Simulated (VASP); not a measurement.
# Sc (I4/mmm) in VASP: relaxation of volume and atoms at fixed shape with r2SCAN

Aim: the relaxation of volume and atoms at fixed shape of Sc with r2SCAN.

Program: VASP 6.6.1. These are calculated values, not measurements. Logs are shortened: lines on timing, memory, paths and dates and some standing lists are left out, and cuts for length are marked.

### 1 The cell of the first run

It takes space group I4/mmm (No. 139, tetragonal). The conventional cell has a = 3.758 Å, b = 3.758 Å, c = 4.761 Å, α = 90.00°, β = 90.00°, γ = 90.00°. Sc (site symmetry 4/mmm) has 14 Sc at 3.57 to 4.76 Å within 4.8 Å.

### 2 Relaxation of volume and atoms at fixed shape, r2SCAN

Contents of POSCAR:

```
Sc
1.0
   -1.8790000000      1.8790000000      2.3805000000
    1.8790000000     -1.8790000000      2.3805000000
    1.8790000000      1.8790000000     -2.3805000000
Sc
1
Direct
    0.0000000000      0.0000000000      0.0000000000
```

Contents of INCAR.step1:

```
PREC = Accurate
ENCUT = 600
ISMEAR = 0
SIGMA = 0.05
LREAL = False
LASPH = True
NELM = 60
GGA = PE
ALGO = Normal
EDIFF = 1E-4
LWAVE = True
LCHARG = False
```

Contents of INCAR.step2:

```
PREC = Accurate
ENCUT = 600
EDIFF = 1E-7
ISMEAR = 0
SIGMA = 0.05
LREAL = False
LASPH = True
NELM = 60
ALGO = Normal
ISIF = 8
LWAVE = False
LCHARG = False
METAGGA = R2SCAN
LMIXTAU = True
IBRION = 2
NSW = 80
EDIFFG = -0.01
ISTART = 1
```

Contents of KPOINTS:

```
Automatic mesh
0
Gamma
  8 8 9
```

Potentials or basis: VASP PAW PBE potentials, release 64 (Sc_sv).

Command:

```bash
$ cat potpaw_PBE.64/Sc_sv/POTCAR > POTCAR
$ cp INCAR.step1 INCAR
$ mpirun -np 1 vasp_std > vasp.out
$ cp INCAR.step2 INCAR
$ mpirun -np 1 vasp_std > vasp.out
```

OUTCAR:

```text
PREC = Accurate
   ENCUT = 600
   EDIFF = 1E-7
   ISMEAR = 0
   LREAL = False
   LASPH = True
   NELM = 60
   ISIF = 8
   METAGGA = R2SCAN
   IBRION = 2
   NSW = 80
   EDIFFG = -0.01
   ISTART = 1

 ion  position               nearest neighbor table
   1  0.000  0.000  0.000-

  LATTYP: Found a body centered tetragonal cell.
 ALAT       =     3.7580000000
 C/A-ratio  =     1.2668972858

  Lattice vectors:

 A1 = (  -1.8790000000,   1.8790000000,   2.3805000000)
 A2 = (   1.8790000000,  -1.8790000000,   2.3805000000)
 A3 = (   1.8790000000,   1.8790000000,  -2.3805000000)

Analysis of symmetry for initial positions (statically):
=====================================================================
 Subroutine PRICEL returns:
 Original cell was already a primitive cell.

 Routine SETGRP: Setting up the symmetry group for a
 body centered tetragonal supercell.

 Subroutine GETGRP returns: Found 16 space group operations
 (whereof 16 operations were pure point group operations)
 out of a pool of 16 trial point group operations.

The static configuration has the point symmetry D_4h.

Analysis of symmetry for dynamics (positions and initial velocities):
=====================================================================
 Subroutine PRICEL returns:
 Original cell was already a primitive cell.

 Routine SETGRP: Setting up the symmetry group for a
 body centered tetragonal supercell.

 Subroutine GETGRP returns: Found 16 space group operations
 (whereof 16 operations were pure point group operations)
 out of a pool of 16 trial point group operations.

The dynamic configuration has the point symmetry D_4h.

 Subroutine INISYM returns: Found 16 space group operations
 (whereof 16 operations are pure point group operations),
 and found     1 'primitive' translations

----------------------------------------------------------------------------------------

                                     Primitive cell

  volume of cell :      33.6188

  direct lattice vectors                    reciprocal lattice vectors
    -1.879000000  1.879000000  2.380500000     0.000000000  0.266098989  0.210039908
     1.879000000 -1.879000000  2.380500000     0.266098989  0.000000000  0.210039908
     1.879000000  1.879000000 -2.380500000     0.266098989  0.266098989  0.000000000

  length of vectors
     3.567640992  3.567640992  3.567640992     0.339006541  0.339006541  0.376320799

  position of ions in fractional coordinates (direct lattice)
     0.000000000  0.000000000  0.000000000

  ion indices of the primitive-cell ions
   primitive index   ion index
                 1           1
[... 96 lines left out ...]
   EDIFFG = -.1E-01   stopping-criterion for IOM
   NSW    =     80    number of steps for IOM
   IBRION =      2    ionic relax: 0-MD 1-quasi-New 2-CG
   NFREE  =      1    steps in history (QN), initial steepest desc. (CG)
   ISIF   =      8    stress and relaxation
   ISYM   =      2    0-nonsym 1-usesym 2-fastsym
   POTIM  = 0.5000    time-step for ionic-motion
   TEBEG  =    0.0;   TEEND  =   0.0 temperature during run
   PSTRESS=    0.0 pullay stress
   NELECT =      11.0000    total number of electrons
   NUPDOWN=      -1.0000    fix difference up-down
   EMIN   =  10.00;   EMAX   =-10.00  energy-range for DOS
   EFERMI =   0.00;   METHOD = LEGACY
   ISMEAR =     0;   SIGMA  =   0.05  broadening in eV -4-tet -1-fermi 0-gaus
   EFERMI_NEDOS =   21; number of points for ismear=-14 and -15
   IALGO  =     38    algorithm
   IMIX   =      4    mixing-type and parameters
     AMIX     =   0.40;   BMIX     =  1.00
     AMIX_MAG =   1.60;   BMIX_MAG =  1.00
  volume/ion in A,a.u.               =      33.62       226.87
  Fermi-wavevector in a.u.,A,eV,Ry     =   1.128094  2.131788 17.314709  1.272595
  Thomas-Fermi vector in A             =   2.264782
   LORBIT       =      0    0 simple, 1 ext, 2 COOP (PROOUT), +10 PAW based schemes
   METAGGA = R2SCAN    functional components
   LHFCALC =     F    Hartree Fock is set to
   AEXX    =    0.0000 exact exchange contribution
   IVDW    =     0    specifies the selected vdW correction
   LEPSILON=     F    determine dielectric tensor
   LRPA    =     F    only Hartree local field effects (RPA)
 conjugate gradient relaxation of ions
 non-spin polarized calculation
 Gauss-broadening in eV      SIGMA  =   0.05
  energy-cutoff  :      600.00
  volume of cell :       33.62
 maximum number of plane-waves:      1140
 NGX is ok and might be reduce to    30
   NGX = 15   NGY = 15   NGZ = 15

--------------------------------------- Ionic step        1  -------------------------------------------

 number of electron      11.0000001 magnetization

 Free energy of the ion-electron system (eV)
  ---------------------------------------------------
  ext. energy  EPLUGINS =         0.00000000
  ---------------------------------------------------
  free energy    TOTEN  =       -10.97537975 eV

  energy without entropy =      -10.97155324  energy(sigma->0) =      -10.97346650

 E-fermi :   2.1603     XC(G=0):  -9.3521

 val. band max:        2.1599173524   @ k =  -0.1250   0.2500   0.3333
 cond. band min:       2.1639972981   @ k =   0.2500   0.2500   0.3333
 fundamental gap:      0.0040799456
 Fermi energy:         2.1602791829

 k-point     1 :       0.0000    0.0000    0.0000
  band No.  band energies     occupation
      1     -50.3334      2.00000
      2     -27.8718      2.00000
      3     -27.8566      2.00000
      4     -27.8566      2.00000
      5      -2.7411      2.00000
      6       3.3311      0.00000
      7       3.3311      0.00000
      8       3.7554      0.00000
      9       4.1353      0.00000
[... 374 lines left out ...]
  FREE ENERGIE OF THE ION-ELECTRON SYSTEM (eV)
  ---------------------------------------------------
  free  energy   TOTEN  =       -11.2897358873 eV

  energy  without entropy=      -11.2868448788  energy(sigma->0) =      -11.28829038

[... ionic steps 4 to 13 ...]

--------------------------------------- Ionic step       14  -------------------------------------------

 number of electron      11.0000002 magnetization

------------------------ aborting loop because EDIFF is reached ----------------------------------------
[... 65 lines left out ...]
--------------------------------------- Ionic step       16  -------------------------------------------

 number of electron      11.0000002 magnetization

 Free energy of the ion-electron system (eV)
  ---------------------------------------------------
  ext. energy  EPLUGINS =         0.00000000
  ---------------------------------------------------
  free energy    TOTEN  =       -11.28974248 eV

  energy without entropy =      -11.28681533  energy(sigma->0) =      -11.28827891

 E-fermi :   3.6618     XC(G=0): -10.5206

 val. band max:        3.6579235367   @ k =   0.1250   0.1250   0.2222
 cond. band min:       3.6628419154   @ k =  -0.2500   0.1250   0.4444
 fundamental gap:      0.0049183786
 Fermi energy:         3.6617831863

 k-point     1 :       0.0000    0.0000    0.0000
  band No.  band energies     occupation
      1     -47.9725      2.00000
      2     -25.4300      2.00000
      3     -25.4082      2.00000
      4     -25.4081      2.00000
      5      -1.8612      2.00000
      6       5.2728      0.00000
      7       5.2728      0.00000
      8       5.8581      0.00000
      9       6.4368      0.00000
[... 304 lines left out ...]
  FREE ENERGIE OF THE ION-ELECTRON SYSTEM (eV)
  ---------------------------------------------------
  free  energy   TOTEN  =       -11.2897424848 eV

  energy  without entropy=      -11.2868153311  energy(sigma->0) =      -11.28827891

 reached required accuracy - stopping structural energy minimisation
```

It took 16 min on 1 thread of Intel Xeon 6975P-C (Granite Rapids), shared host; peak memory 0.23 GiB.

Results:

```yaml
Free_energy: -11.2897 eV
Relaxed_volume: 25.15 Å³/atom
Relaxed_cell: a = 3.239 Å, b = 3.239 Å, c = 3.239 Å, α = 116.44°, β = 116.44°, γ = 96.29°
Space_group_after_relaxing_to_0.1_Å: I4/mmm (No. 139)
Energy_gained_by_relaxing: 314.4 meV/atom
Ionic_steps: 16
Pressure_after_relaxing: 0.0 GPa
Band_gap_on_the_k_mesh: zero (an odd number of electrons rules out a gap without spin polarisation)
```

Stress tensor (GPa, compression positive):
```
-0.46  0.00  0.00
 0.00 -0.46  0.00
 0.00  0.00  0.84
```

The path:
```
step  energy change (eV)  largest force (eV/Å)  pressure (GPa)  volume (Å³)
   1              0.0000                0.0000           -9.72        33.62
   2             -0.3127                0.0000            1.07        24.64
   3             -0.3144                0.0000            0.10        25.10
   4             -0.3143                0.0000           -0.22        25.25
   5             -0.3143                0.0000           -0.23        25.25
   6             -0.3143                0.0000           -0.22        25.24
   7             -0.3143                0.0000           -0.22        25.24
   8             -0.3143                0.0000           -0.22        25.24
   9             -0.3143                0.0000           -0.22        25.24
  10             -0.3143                0.0000           -0.22        25.24
  11             -0.3143                0.0000           -0.21        25.24
  12             -0.3143                0.0000           -0.20        25.24
  13             -0.3143                0.0000           -0.19        25.23
  14             -0.3143                0.0000           -0.17        25.22
  15             -0.3143                0.0000           -0.12        25.19
  16             -0.3144                0.0000           -0.03        25.15
```

Final structure:
```
Sc
1.0
    -1.70568    1.70568    2.16092
     1.70568   -1.70568    2.16092
     1.70568    1.70568   -2.16092
Sc
1
Direct
  0.00000 0.00000 0.00000
```

Levels at points of the mesh, in eV from the Fermi level:
| k point | band 2 | band 3 | band 4 | band 5 | band 6 | band 7 | band 8 | band 9 |
| --- | --- | --- | --- | --- | --- | --- | --- | --- |
| (0.00, 0.00, 0.00) | -29.09 | -29.07 | -29.07 | -5.52 | 1.61 | 1.61 | 2.20 | 2.78 |
| (0.50, 0.00, 0.00) | -29.47 | -29.15 | -29.10 | -1.80 | 0.05 | 1.27 | 2.07 | 3.84 |
| (0.50, 0.50, 0.00) | -29.43 | -29.24 | -29.15 | -1.59 | -0.37 | 1.26 | 3.95 | 3.99 |

Caveat: the volume moved by over 15 % at a fixed basis, so the end points are rough; the PAW data sets were made with another functional, which shifts forces and pressure a little.
